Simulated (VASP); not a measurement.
A run of VASP 6.6.1 is set up as follows.

File INCAR:

```
  PREC = Accurate
  ENCUT = 520
  EDIFF = 1E-6
  ISMEAR = -1
  SIGMA = 0.05
  LREAL = F
  LASPH = T
  NELM = 150
  ALGO = Normal
  ISIF = 2
  LWAVE = F
  LCHARG = T
  MAGMOM = 0 0 0 0 0 0
  LORBIT = 11
  LSORBIT = T
  GGA_COMPAT = F
  LORBMOM = T
  LVHAR = T
  NBANDS = 30
```

KPOINTS

```
regular mesh
0
Gamma
  6 6 6
```

POSCAR

```
InP
1.0
    0.0000000000      2.7688340000      2.7688340000
    2.7688340000      0.0000000000      2.7688340000
    2.7688340000      2.7688340000      0.0000000000
In P
1 1
Direct
    0.0000000000      0.0000000000      0.0000000000
    0.5000000000      0.5000000000      0.5000000000
```

Potentials or basis: VASP PAW LDA potentials, release 64 (In_d, P).

Launch:

```console
$ cat potpaw_LDA.64/In_d/POTCAR potpaw_LDA.64/P/POTCAR > POTCAR
$ mpirun -np 1 vasp_ncl > vasp.out
```

(1) Predict the pressure.

(2) Estimate the net moment.

Results:

(1) -5.0 GPa.

(2) 0.00 μB per cell.
